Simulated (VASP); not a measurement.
# ScSn3Se (P-6m2) in VASP: further runs, part 2 of 2

VASP 6.6.1. The steps go on from the part before.

## Step 4: Single point, PBE

This run uses another cell than the first one, of 26.59 Å³/atom.

Contents of INCAR:

```
SYSTEM = ScSn3Se
PREC = Accurate
ENCUT = 520
EDIFF = 1E-6
ISMEAR = 0
SIGMA = 0.1
LREAL = .False.
LASPH = .True.
NELM = 80
ALGO = Normal
ISIF = 2
LWAVE = .False.
LCHARG = .False.
GGA = PE
NBANDS = 38
```

Contents of KPOINTS:

```
regular mesh
0
Gamma
  12 12 6
  0 0 0
```

Contents of POSCAR:

```
ScSn3Se
1.0
    4.7671787415      0.0000000000      0.0000000000
   -2.3835893708      4.1284978945      0.0000000000
    0.0000000000      0.0000000000      6.7544892084
Sc Sn Se
1 3 1
Direct
    0.6666666667      0.3333333333      0.0000000000
    0.3333333333      0.6666666667      0.2719082994
    0.3333333333      0.6666666667      0.7280917006
    0.6666666667      0.3333333333      0.5000000000
    0.0000000000      0.0000000000      0.0000000000
```

Potentials or basis: VASP PAW PBE potentials, release 64 (Sc_sv, Sn_d, Se).

Command:

```sh
> cat potpaw_PBE.64/Sc_sv/POTCAR potpaw_PBE.64/Sn_d/POTCAR potpaw_PBE.64/Se/POTCAR > POTCAR
> mpirun -np 1 vasp_std > vasp.out
```

OUTCAR:

```text
SYSTEM = ScSn3Se
   PREC = Accurate
   ENCUT = 520
   EDIFF = 1E-6
   ISMEAR = 0
   LREAL = .False.
   LASPH = .True.
   NELM = 80
   ISIF = 2
   GGA = PE

 ion  position               nearest neighbor table
   1  0.667  0.333  0.000-   5 2.75   5 2.75   5 2.75   3 3.31   2 3.31   3 3.31   2 3.31   2 3.31
                             3 3.31   4 3.38   4 3.38
   2  0.333  0.667  0.272-   3 3.08   4 3.15   4 3.15   4 3.15   1 3.31   1 3.31   1 3.31   3 3.67

   3  0.333  0.667  0.728-   2 3.08   4 3.15   4 3.15   4 3.15   1 3.31   1 3.31   1 3.31   2 3.67

   4  0.667  0.333  0.500-   2 3.15   3 3.15   2 3.15   3 3.15   2 3.15   3 3.15   1 3.38   1 3.38

   5  0.000  0.000  0.000-   1 2.75   1 2.75   1 2.75

  LATTYP: Found a hexagonal cell.
 ALAT       =     4.7671787415
 C/A-ratio  =     1.4168734958

  Lattice vectors:

 A1 = (   4.7671787415,   0.0000000000,   0.0000000000)
 A2 = (  -2.3835893708,   4.1284978945,   0.0000000000)
 A3 = (   0.0000000000,   0.0000000000,   6.7544892084)

Analysis of symmetry for initial positions (statically):
=====================================================================
 Subroutine PRICEL returns:
 Original cell was already a primitive cell.

 Routine SETGRP: Setting up the symmetry group for a
 hexagonal supercell.

 Subroutine GETGRP returns: Found 12 space group operations
 (whereof 12 operations were pure point group operations)
 out of a pool of 24 trial point group operations.

The static configuration has the point symmetry D_3h.

Analysis of symmetry for dynamics (positions and initial velocities):
=====================================================================
 Subroutine PRICEL returns:
 Original cell was already a primitive cell.

 Routine SETGRP: Setting up the symmetry group for a
 hexagonal supercell.
[... 123 lines left out ...]
   NUPDOWN=      -1.0000    fix difference up-down
   EMIN   =  10.00;   EMAX   =-10.00  energy-range for DOS
   EFERMI =   0.00;   METHOD = LEGACY
   ISMEAR =     0;   SIGMA  =   0.10  broadening in eV -4-tet -1-fermi 0-gaus
   EFERMI_NEDOS =   21; number of points for ismear=-14 and -15
   IALGO  =     38    algorithm
   IMIX   =      4    mixing-type and parameters
     AMIX     =   0.40;   BMIX     =  1.00
     AMIX_MAG =   1.60;   BMIX_MAG =  1.00
  volume/ion in A,a.u.               =      26.59       179.42
  Fermi-wavevector in a.u.,A,eV,Ry     =   1.248754  2.359803 21.216736  1.559386
  Thomas-Fermi vector in A             =   2.382826
   LORBIT       =      0    0 simple, 1 ext, 2 COOP (PROOUT), +10 PAW based schemes
   GGA     = PE    functional components
   LHFCALC =     F    Hartree Fock is set to
   AEXX    =    0.0000 exact exchange contribution
   IVDW    =     0    specifies the selected vdW correction
   LEPSILON=     F    determine dielectric tensor
   LRPA    =     F    only Hartree local field effects (RPA)
 non-spin polarized calculation
 Gauss-broadening in eV      SIGMA  =   0.10
  energy-cutoff  :      520.00
  volume of cell :      132.94
 maximum number of plane-waves:      3631
 NGX is ok and might be reduce to    36
   NGX = 17   NGY = 17   NGZ = 25

 number of electron      59.0000004 magnetization

 Free energy of the ion-electron system (eV)
  ---------------------------------------------------
  ext. energy  EPLUGINS =         0.00000000
  ---------------------------------------------------
  free energy    TOTEN  =       -23.30338607 eV

  energy without entropy =      -23.28308850  energy(sigma->0) =      -23.29323728

 E-fermi :   6.5137     XC(G=0):  -9.8981

 val. band max:        6.5111047613   @ k =   0.2500   0.0000   0.0000
 cond. band min:       6.5233797409   @ k =   0.1667   0.0833   0.0000
 fundamental gap:      0.0122749797
 Fermi energy:         6.5136720746

 k-point     1 :       0.0000    0.0000    0.0000
  band No.  band energies     occupation
      1     -43.7816      2.00000
      2     -22.4166      2.00000
      3     -22.4166      2.00000
      4     -22.4164      2.00000
      5     -15.1682      2.00000
      6     -15.1682      2.00000
[... 973 lines left out ...]
     37       9.9118      0.00000
     38      10.2896      0.00000

 [... further k-points ...]
[... 5 lines left out ...]
  --------------------------------------------------------------------------------------
  -------------------------------------------------------------------------------------
  Total        0.0489885      0.0489885     -0.0111902     -0.0000000      0.0000000     -0.0000000
  in kB        0.5904165      0.5904165     -0.1348656     -0.0000000      0.0000000     -0.0000000
  external PRESSURE =       0.3486558 kB  Pullay stress =       0.0000000 kB

 VOLUME and BASIS-vectors are now :
 -----------------------------------------------------------------------------
  energy-cutoff  :      520.00
  volume of cell :      132.94
      direct lattice vectors                 reciprocal lattice vectors
     4.767178742  0.000000000  0.000000000     0.209767675  0.121109424  0.000000000
    -2.383589371  4.128497894  0.000000000     0.000000000  0.242218847  0.000000000
     0.000000000  0.000000000  6.754489208     0.000000000  0.000000000  0.148049685

 POSITION                                       TOTAL-FORCE (eV/Angst)
 -----------------------------------------------------------------------------------
      2.38359      1.37617      0.00000         0.000000     -0.000000      0.000000
     -0.00000      2.75233      1.83660        -0.000000      0.000000     -0.000045
     -0.00000      2.75233      4.91789        -0.000000     -0.000000      0.000045
      2.38359      1.37617      3.37724        -0.000000      0.000000      0.000000
      0.00000      0.00000      0.00000         0.000000      0.000000      0.000000
 -----------------------------------------------------------------------------------
    total drift:                               -0.000000      0.000000     -0.000000

  FREE ENERGIE OF THE ION-ELECTRON SYSTEM (eV)
  ---------------------------------------------------
  free  energy   TOTEN  =       -23.3033860692 eV

  energy  without entropy=      -23.2830885007  energy(sigma->0) =      -23.29323728
```

OSZICAR:

```text
N       E                     dE             d eps       ncg     rms          rms(c)
DAV:   1     0.711806007822E+03    0.71181E+03   -0.28557E+04  5946   0.215E+03
DAV:   2     0.766231771148E+02   -0.63518E+03   -0.62413E+03  5808   0.634E+02
DAV:   3    -0.190722817920E+02   -0.95695E+02   -0.93262E+02  7094   0.218E+02
DAV:   4    -0.247045410942E+02   -0.56323E+01   -0.55644E+01  7920   0.565E+01
DAV:   5    -0.249194050429E+02   -0.21486E+00   -0.21444E+00  8246   0.120E+01    0.774E+00
DAV:   6    -0.233842252746E+02    0.15352E+01   -0.50895E+00  8492   0.143E+01    0.316E+00
DAV:   7    -0.233449470213E+02    0.39278E-01   -0.89204E-01  8242   0.731E+00    0.224E+00
DAV:   8    -0.233130368346E+02    0.31910E-01   -0.20246E-01  8204   0.435E+00    0.750E-01
DAV:   9    -0.233036695272E+02    0.93673E-02   -0.61847E-02  8196   0.218E+00    0.209E-01
DAV:  10    -0.233035942109E+02    0.75316E-04   -0.84720E-03  8182   0.109E+00    0.145E-01
DAV:  11    -0.233033597128E+02    0.23450E-03   -0.18131E-03  8192   0.426E-01    0.257E-02
DAV:  12    -0.233033872493E+02   -0.27537E-04   -0.26628E-04  9602   0.117E-01    0.214E-02
DAV:  13    -0.233033873849E+02   -0.13553E-06   -0.91038E-05  8206   0.801E-02    0.100E-02
DAV:  14    -0.233033855716E+02    0.18133E-05   -0.10728E-05  7300   0.309E-02    0.176E-03
DAV:  15    -0.233033860692E+02   -0.49769E-06   -0.11493E-06  4542   0.656E-03
   1 F= -.23303386E+02 E0= -.23293237E+02  d E =-.202976E-01
```

stdout:

```text
POSCAR found type information on POSCAR ScSnSe
 POSCAR found :  3 types and       5 ions
 scaLAPACK will be used
 LDA part: xc-table for (Slater+PW92), standard interpolation
 POSCAR, INCAR and KPOINTS ok, starting setup
 FFT: planning ... GRIDC
 FFT: planning ... GRID_SOFT
 FFT: planning ... GRID
 WAVECAR not read
 entering main loop
```

Run time: 3.7 min. Hardware: 1 thread of Intel Xeon 6975P-C (Granite Rapids), shared host; peak memory 0.5 GiB.

What came out:

```yaml
Free_energy: -23.3034 eV
Pressure: 0.0 GPa
Band_gap_on_the_k_mesh: zero (an odd number of electrons rules out a gap without spin polarisation)
```

Caveat: spin-orbit coupling is left out, which moves the levels of the heavy elements.

## Step 5: The runs side by side

```csv
task,cell,k mesh,cutoff (eV),gap on the mesh (eV),pressure (GPa),relaxed volume (Å³/atom)
relaxation of cell and atoms,"relaxed from a = 5.958, b = 5.958, c = 4.643 Å, angles 90.0, 90.0, 120.0°, 5 atoms, atomic positions A",3 × 3 × 4,600,none,-0.1,26.60
relaxation of cell and atoms,"relaxed from a = 4.757, b = 4.757, c = 6.786 Å, angles 90.0, 90.0, 120.0°, 5 atoms, atomic positions B",6 × 6 × 4,600,none,-0.1,26.77
single point,"a = 4.767, b = 4.767, c = 6.754 Å, angles 90.0, 90.0, 120.0°, 5 atoms, atomic positions C",12 × 12 × 6,520,none,0.0,-
```

Alike in all rows: level PBE; potentials or basis VASP PAW PBE potentials, release 64 (Sc_sv, Sn_d, Se); no spin polarisation; smearing gaussian 0.1 eV.

Caveats: some runs use coarse meshes; spin-orbit coupling is left out, which moves the levels of the heavy elements; a cell axis changed by over 15 % at a fixed basis, so the end point is rough (at least some runs).

Absolute energies hang on the potentials; compare differences alone.

The gap in the log of VASP goes by the Fermi energy; the results here count the filled bands.